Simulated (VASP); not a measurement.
# MnS (R-3m) in VASP: a series of runs

MnS is run at these levels: PBE+U; tasks: single point.

Program: VASP 6.6.1. These are calculated values, not measurements. Logs are shortened: lines on timing, memory, paths and dates and some standing lists are left out, and cuts for length are marked.

## (1) The cell of the first run

It takes space group R-3m (No. 166, trigonal). The conventional cell has a = 3.478 Å, b = 3.478 Å, c = 8.417 Å, α = 90.00°, β = 90.00°, γ = 120.00°. Within 3.2 Å of Mn (site symmetry -3m) lie 6 S at 2.45 Å. Within 3.2 Å of S (site symmetry -3m) lie 6 Mn at 2.45 Å.

## (2) Single point, PBE+U, collinear spin, antiferromagnetic start (14.69 Å³/atom)

INCAR

```
SYSTEM = MnS
ALGO = Normal
EDIFF = 1E-7
ENCUT = 520
GGA = PE
ISIF = 2
ISMEAR = 0
ISPIN = 2
LASPH = .True.
LCHARG = .False.
LDAU = .True.
LDAUJ = 0 0
LDAUL = 2 -1
LDAUPRINT = 1
LDAUTYPE = 2
LDAUU = 3.9 0
LMAXMIX = 4
LORBIT = 11
LREAL = .False.
LWAVE = .False.
MAGMOM = 4.6 -4.6 0 0
NBANDS = 31
NELM = 150
PREC = Accurate
SIGMA = 0.05
```

KPOINTS

```
k-points
0
Gamma
  8 8 8
  0 0 0
```

POSCAR

```
MnS
1.0
    1.7387552714      1.0038708242      5.6110368474
   -1.7387552714      1.0038708242      5.6110368474
    0.0000000000     -2.0077416478      5.6110368475
Mn S
2 2
Direct
    0.0000000000      0.0000000000      0.0000000000
    0.5000000000      0.5000000000      0.5000000000
    0.7500000000      0.7500000000      0.7500000000
    0.2500000000      0.2500000000      0.2500000000
```

Potentials or basis: VASP PAW PBE potentials, release 64 (Mn_pv, S).

Started as:

```
$ cat potpaw_PBE.64/Mn_pv/POTCAR potpaw_PBE.64/S/POTCAR > POTCAR
$ mpirun -np 1 vasp_std > vasp.out
```

OUTCAR:

```text
SYSTEM = MnS
   EDIFF = 1E-7
   ENCUT = 520
   GGA = PE
   ISIF = 2
   ISMEAR = 0
   ISPIN = 2
   LASPH = .True.
   LORBIT = 11
   LREAL = .False.
   NELM = 150
   PREC = Accurate

 ion  position               nearest neighbor table
   1  0.000  0.000  0.000-   3 2.45   4 2.45   3 2.45   3 2.45   4 2.45   4 2.45
   2  0.500  0.500  0.500-   4 2.45   3 2.45   4 2.45   4 2.45   3 2.45   3 2.45
   3  0.750  0.750  0.750-   2 2.45   1 2.45   2 2.45   2 2.45   1 2.45   1 2.45
   4  0.250  0.250  0.250-   1 2.45   2 2.45   1 2.45   1 2.45   2 2.45   2 2.45

  LATTYP: Found a trigonal (rhomboedric) cell.
 ALAT       =     5.9594262332
 COS(alpha) =     0.8297457279

  Lattice vectors:

 A1 = (   1.7387552714,   1.0038708242,   5.6110368474)
 A2 = (  -1.7387552714,   1.0038708242,   5.6110368474)
 A3 = (   0.0000000000,  -2.0077416478,   5.6110368475)

Analysis of symmetry for initial positions (statically):
=====================================================================
 Subroutine PRICEL returns following result:

  LATTYP: Found a trigonal (rhomboedric) cell.
 ALAT       =     3.4499217601
 COS(alpha) =     0.4919710946
[... 12 lines left out ...]
 Subroutine GETGRP returns: Found 12 space group operations
 (whereof 12 operations were pure point group operations)
 out of a pool of 12 trial point group operations.

The static configuration has the point symmetry D_3d.

Analysis of symmetry for dynamics (positions and initial velocities):
=====================================================================
 Subroutine PRICEL returns following result:

  LATTYP: Found a trigonal (rhomboedric) cell.
 ALAT       =     3.4499217601
 COS(alpha) =     0.4919710946
[... 12 lines left out ...]
 Subroutine GETGRP returns: Found 12 space group operations
 (whereof 12 operations were pure point group operations)
 out of a pool of 12 trial point group operations.

The dynamic configuration has the point symmetry D_3d.

Analysis of structural, dynamic, and magnetic symmetry:
=====================================================================
 Subroutine PRICEL returns following result:

  LATTYP: Found a trigonal (rhomboedric) cell.
 ALAT       =     3.4499217601
 COS(alpha) =     0.4919710946
[... 12 lines left out ...]
 Subroutine GETGRP returns: Found 12 space group operations
 (whereof 12 operations were pure point group operations)
 out of a pool of 12 trial point group operations.

The overall configuration has the point symmetry D_3d.

 Subroutine INISYM returns: Found 12 space group operations
 (whereof 12 operations are pure point group operations),
 and found     2 'primitive' translations

----------------------------------------------------------------------------------------

                                     Primitive cell

  volume of cell :      29.3820

  direct lattice vectors                    reciprocal lattice vectors
     0.000000000  2.007741648  2.805518424     0.000000000  0.332048034  0.118813454
    -1.738755271 -1.003870824  2.805518424    -0.287562033 -0.166024017  0.118813454
     1.738755271 -1.003870824  2.805518424     0.287562033 -0.166024017  0.118813454

  length of vectors
     3.449921760  3.449921760  3.449921760     0.352664903  0.352664903  0.352664903

  position of ions in fractional coordinates (direct lattice)
     0.000000000  0.000000000  0.000000000
     0.500000000  0.500000000  0.500000000

  ion indices of the primitive-cell ions
   primitive index   ion index
                 1           1
                 2           3

----------------------------------------------------------------------------------------

 KPOINTS: k-points

Automatic generation of k-mesh.
 Grid dimensions read from file:
 generate k-points for:    8    8    8

 Generating k-lattice:

  Cartesian coordinates                     Fractional coordinates (reciprocal lattice)
[... 79 lines left out ...]
     AMIX     =   0.40;   BMIX     =  1.00
     AMIX_MAG =   1.60;   BMIX_MAG =  1.00
  volume/ion in A,a.u.               =      14.69        99.14
  Fermi-wavevector in a.u.,A,eV,Ry     =   1.415682  2.675252 27.268204  2.004156
  Thomas-Fermi vector in A             =   2.537095
   LORBIT       =     11    0 simple, 1 ext, 2 COOP (PROOUT), +10 PAW based schemes
 LDA+U is selected, type is set to LDAUTYPE =  2
   angular momentum for each species LDAUL =     2   -1
   U (eV)           for each species LDAUU =   3.9  0.0
   J (eV)           for each species LDAUJ =   0.0  0.0
   GGA     = PE    functional components
   LHFCALC =     F    Hartree Fock is set to
   AEXX    =    0.0000 exact exchange contribution
   IVDW    =     0    specifies the selected vdW correction
   LEPSILON=     F    determine dielectric tensor
   LRPA    =     F    only Hartree local field effects (RPA)
 spin polarized calculation
 Gauss-broadening in eV      SIGMA  =   0.05
  energy-cutoff  :      520.00
  volume of cell :       58.76
 maximum number of plane-waves:      1605
 NGX is ok and might be reduce to    48
   NGX = 23   NGY = 23   NGZ = 23

 number of electron      38.0000008 magnetization       0.0000000

atom =   1  type =  1  l = 2

 onsite density matrix

spin component  1

  0.9300  0.0000 -0.0000  0.0121 -0.0000
  0.0000  0.9444  0.0000 -0.0000  0.0121
 -0.0000  0.0000  0.9239 -0.0000  0.0000
  0.0121 -0.0000 -0.0000  0.9444 -0.0000
 -0.0000  0.0121  0.0000 -0.0000  0.9300

spin component  2

  0.0643 -0.0000  0.0000  0.0519  0.0000
 -0.0000  0.0961 -0.0000 -0.0000  0.0519
  0.0000 -0.0000  0.0263 -0.0000 -0.0000
  0.0519 -0.0000 -0.0000  0.0961  0.0000
  0.0000  0.0519 -0.0000  0.0000  0.0643

 occupancies and eigenvectors

  o =  0.0259  v =  0.0000  0.0000  0.0000  0.0000  0.0000 -0.8040  0.0000  0.0000  0.5946 -0.0000      0.0000  0.0000  0.0000  0.0000  0.0000  0.0000  0.0000  0.0000  0.0000  0.0000
  o =  0.0259  v =  0.0000  0.0000  0.0000  0.0000  0.0000 -0.0000 -0.5946 -0.0000  0.0000  0.8040      0.0000  0.0000  0.0000  0.0000  0.0000  0.0000  0.0000  0.0000  0.0000  0.0000
  o =  0.0263  v =  0.0000  0.0000  0.0000  0.0000  0.0000 -0.0000 -0.0000 -1.0000  0.0000 -0.0000      0.0000  0.0000  0.0000  0.0000  0.0000  0.0000  0.0000  0.0000  0.0000  0.0000
  o =  0.1345  v =  0.0000  0.0000  0.0000  0.0000  0.0000  0.0000  0.8040 -0.0000 -0.0000  0.5946      0.0000  0.0000  0.0000  0.0000  0.0000  0.0000  0.0000  0.0000  0.0000  0.0000
  o =  0.1345  v =  0.0000  0.0000  0.0000  0.0000  0.0000  0.5946 -0.0000 -0.0000  0.8040  0.0000      0.0000  0.0000  0.0000  0.0000  0.0000  0.0000  0.0000  0.0000  0.0000  0.0000
  o =  0.9231  v = -0.8692  0.0000  0.0000  0.4945 -0.0000  0.0000  0.0000  0.0000  0.0000  0.0000      0.0000  0.0000  0.0000  0.0000  0.0000  0.0000  0.0000  0.0000  0.0000  0.0000
  o =  0.9231  v = -0.0000 -0.4945 -0.0000  0.0000  0.8692  0.0000  0.0000  0.0000  0.0000  0.0000      0.0000  0.0000  0.0000  0.0000  0.0000  0.0000  0.0000  0.0000  0.0000  0.0000
  o =  0.9239  v =  0.0000  0.0000 -1.0000 -0.0000 -0.0000  0.0000  0.0000  0.0000  0.0000  0.0000      0.0000  0.0000  0.0000  0.0000  0.0000  0.0000  0.0000  0.0000  0.0000  0.0000
  o =  0.9513  v =  0.0001  0.8692  0.0000  0.0002  0.4945  0.0000  0.0000  0.0000  0.0000  0.0000      0.0000  0.0000  0.0000  0.0000  0.0000  0.0000  0.0000  0.0000  0.0000  0.0000
  o =  0.9513  v = -0.4945  0.0002  0.0000 -0.8692  0.0001  0.0000  0.0000  0.0000  0.0000  0.0000      0.0000  0.0000  0.0000  0.0000  0.0000  0.0000  0.0000  0.0000  0.0000  0.0000

atom =   2  type =  1  l = 2

 onsite density matrix

spin component  1

  0.0643  0.0000 -0.0000  0.0519  0.0000
  0.0000  0.0961 -0.0000  0.0000  0.0519
 -0.0000 -0.0000  0.0263 -0.0000 -0.0000
  0.0519  0.0000 -0.0000  0.0961 -0.0000
  0.0000  0.0519 -0.0000 -0.0000  0.0643

spin component  2

  0.9300  0.0000 -0.0000  0.0121 -0.0000
  0.0000  0.9444  0.0000 -0.0000  0.0121
 -0.0000  0.0000  0.9239  0.0000  0.0000
  0.0121 -0.0000  0.0000  0.9444  0.0000
 -0.0000  0.0121  0.0000  0.0000  0.9300

 occupancies and eigenvectors

  o =  0.0259  v = -0.8040 -0.0000  0.0000  0.5946  0.0000  0.0000  0.0000  0.0000  0.0000  0.0000      0.0000  0.0000  0.0000  0.0000  0.0000  0.0000  0.0000  0.0000  0.0000  0.0000
  o =  0.0259  v = -0.0000  0.5946  0.0000  0.0000 -0.8040  0.0000  0.0000  0.0000  0.0000  0.0000      0.0000  0.0000  0.0000  0.0000  0.0000  0.0000  0.0000  0.0000  0.0000  0.0000
  o =  0.0263  v = -0.0000 -0.0000 -1.0000  0.0000 -0.0000  0.0000  0.0000  0.0000  0.0000  0.0000      0.0000  0.0000  0.0000  0.0000  0.0000  0.0000  0.0000  0.0000  0.0000  0.0000
  o =  0.1345  v =  0.0001  0.8040 -0.0000  0.0001  0.5946  0.0000  0.0000  0.0000  0.0000  0.0000      0.0000  0.0000  0.0000  0.0000  0.0000  0.0000  0.0000  0.0000  0.0000  0.0000
  o =  0.1345  v = -0.5946  0.0001 -0.0000 -0.8040  0.0001  0.0000  0.0000  0.0000  0.0000  0.0000      0.0000  0.0000  0.0000  0.0000  0.0000  0.0000  0.0000  0.0000  0.0000  0.0000
  o =  0.9231  v =  0.0000  0.0000  0.0000  0.0000  0.0000 -0.8692 -0.0000 -0.0000  0.4945  0.0000      0.0000  0.0000  0.0000  0.0000  0.0000  0.0000  0.0000  0.0000  0.0000  0.0000
  o =  0.9231  v =  0.0000  0.0000  0.0000  0.0000  0.0000 -0.0000  0.4945  0.0000  0.0000 -0.8692      0.0000  0.0000  0.0000  0.0000  0.0000  0.0000  0.0000  0.0000  0.0000  0.0000
  o =  0.9239  v =  0.0000  0.0000  0.0000  0.0000  0.0000  0.0000  0.0000 -1.0000 -0.0000 -0.0000      0.0000  0.0000  0.0000  0.0000  0.0000  0.0000  0.0000  0.0000  0.0000  0.0000
  o =  0.9513  v =  0.0000  0.0000  0.0000  0.0000  0.0000  0.0001 -0.8692 -0.0000  0.0002 -0.4945      0.0000  0.0000  0.0000  0.0000  0.0000  0.0000  0.0000  0.0000  0.0000  0.0000
  o =  0.9513  v =  0.0000  0.0000  0.0000  0.0000  0.0000 -0.4945 -0.0002 -0.0000 -0.8692 -0.0001      0.0000  0.0000  0.0000  0.0000  0.0000  0.0000  0.0000  0.0000  0.0000  0.0000

 number of electron      38.0000008 magnetization      -0.0000000

 Free energy of the ion-electron system (eV)
  ---------------------------------------------------
  ext. energy  EPLUGINS =         0.00000000
  ---------------------------------------------------
  free energy    TOTEN  =       -25.13960324 eV

  energy without entropy =      -25.13960324  energy(sigma->0) =      -25.13960324

 E-fermi :   8.5974     XC(G=0): -11.5279

 val. band max:        8.3129936165   @ k =   0.5000   0.5000   0.5000
 cond. band min:       9.9693989661   @ k =   0.5000   0.5000   0.0000
 fundamental gap:      1.6564053496
 Fermi energy:         8.5974137324

 spin component 1

 k-point     1 :       0.0000    0.0000    0.0000
  band No.  band energies     occupation
      1     -41.7902      1.00000
      2     -41.7798      1.00000
      3     -41.7798      1.00000
      4     -37.1225      1.00000
      5     -37.1225      1.00000
      6     -37.1204      1.00000
[... 1625 lines left out ...]
     30      16.8477      0.00000
     31      17.8342      0.00000

 [... further k-points ...]

------------------------ aborting loop because EDIFF is reached ----------------------------------------

  FORCE on cell =-STRESS in cart. coord.  units (eV):
  Direction    XX          YY          ZZ          XY          YZ          ZX
  --------------------------------------------------------------------------------------
  -------------------------------------------------------------------------------------
  Total        9.1857763      9.1857763      9.2159241      0.0000000      0.0000000      0.0000000
  in kB      250.4469722    250.4469722    251.2689417      0.0000000      0.0000000      0.0000000
  external PRESSURE =     250.7209620 kB  Pullay stress =       0.0000000 kB

 VOLUME and BASIS-vectors are now :
 -----------------------------------------------------------------------------
  energy-cutoff  :      520.00
  volume of cell :       58.76
      direct lattice vectors                 reciprocal lattice vectors
     1.738755271  1.003870824  5.611036847     0.287562033  0.166024017  0.059406727
    -1.738755271  1.003870824  5.611036847    -0.287562033  0.166024017  0.059406727
     0.000000000 -2.007741648  5.611036848     0.000000000 -0.332048034  0.059406727

 POSITION                                       TOTAL-FORCE (eV/Angst)
 -----------------------------------------------------------------------------------
      0.00000      0.00000      0.00000        -0.000000      0.000000      0.000000
      0.00000      0.00000      8.41656        -0.000000      0.000000      0.000000
      0.00000      0.00000     12.62483         0.000000      0.000000     -0.000000
      0.00000      0.00000      4.20828        -0.000000     -0.000000      0.000000
 -----------------------------------------------------------------------------------
    total drift:                                0.000000      0.000000     -0.000000

  FREE ENERGIE OF THE ION-ELECTRON SYSTEM (eV)
  ---------------------------------------------------
  free  energy   TOTEN  =       -25.1396032375 eV

  energy  without entropy=      -25.1396032375  energy(sigma->0) =      -25.13960324

 total charge

# of ion       s       p       d       tot
------------------------------------------
    1        0.251   6.237   4.997  11.486
    2        0.251   6.237   4.997  11.486
    3        1.323   2.537   0.000   3.860
    4        1.323   2.537   0.000   3.860
--------------------------------------------------
tot          3.149  17.549   9.994  30.692

 magnetization (x)

# of ion       s       p       d       tot
------------------------------------------
    1        0.019   0.021   4.316   4.356
    2       -0.019  -0.021  -4.316  -4.356
    3        0.000   0.000   0.000   0.000
    4        0.000   0.000   0.000   0.000
--------------------------------------------------
tot          0.000   0.000   0.000   0.000
```

Wall time 17 min (1 thread of Intel Xeon 8259CL, shared host); peak memory 0.51 GiB.

What came out:

```
Free energy                                           : -25.1396 eV
Pressure                                              : 25.1 GPa
Band gap on the k mesh                                : 1.66 eV
Net moment                                            : 0.00 μB per cell
Site moments                                          : Mn +4.36, -4.36; S +0.00 μB
Valence electrons inside the program's atomic spheres : Mn 11.49; S 3.86
```

Stress tensor (GPa, compression positive):
```
25.04  0.00  0.00
 0.00 25.04  0.00
 0.00  0.00 25.13
```

Eigenvalues of the final occupation matrices:
```csv
site,spin,trace,eigenvalues
site 1 d,1,4.67,0.92 0.92 0.92 0.95 0.95
site 1 d,2,0.35,0.03 0.03 0.03 0.13 0.13
site 2 d,1,0.35,0.03 0.03 0.03 0.13 0.13
site 2 d,2,4.67,0.92 0.92 0.92 0.95 0.95
```

Caveat: the cell stands under pressure. The state reached can hang on the start; a lower one may exist.

(Continued in part 2 of 2.)
